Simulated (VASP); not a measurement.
Input of a VASP 6.6.1 run:

The input INCAR:

```
PREC = Accurate ; ENCUT = 600
EDIFF = 1E-6 ; ISMEAR = -1
SIGMA = 0.05 ; LREAL = F
LASPH = T ; NELM = 120
ALGO = Normal ; ISIF = 2
LWAVE = F ; LCHARG = F
GGA = PE ; NBANDS = 25
GGA_COMPAT = F
```

KPOINTS

```
Automatic mesh
0
Gamma
  7 7 5
```

The input POSCAR:

```
CuO
1.0
    3.4220509700      0.0171102548      0.0000000000
    0.0171102548      3.4220509700      0.0000000000
    0.0000000000      0.0000000000      4.2604614800
Cu O
2 2
Direct
    0.0000000000      0.5000000000      0.0000000000
    0.5000000000      0.0000000000      0.5000000000
    0.0000000000      0.0000000000      0.2500000000
    0.0000000000      0.0000000000      0.7500000000
```

Potentials or basis: VASP PAW PBE potentials, release 64 (Cu, O).

Run with:

```sh
$ cat potpaw_PBE.64/Cu/POTCAR potpaw_PBE.64/O/POTCAR > POTCAR
$ mpirun -np 1 vasp_std > vasp.out
```

**Question.** What does it give for the band gap on the k mesh?

**Answer.** Zero (band 17 reaches 4.65 eV, above the bottom of band 18 at 3.40 eV).

**Question.** What does it give for the pressure?

**Answer.** -2.2 GPa.

Stress tensor (GPa, compression positive):
```
-14.06  -0.20   0.00
 -0.20 -14.06   0.00
  0.00   0.00  21.40
```

Caveat: semilocal functionals often make such compounds metallic where correlation or magnetic order opens a gap, which also shifts bond lengths. With open d or f shells a metallic result of PBE can be an artefact of self-interaction; +U or a hybrid may open a gap.
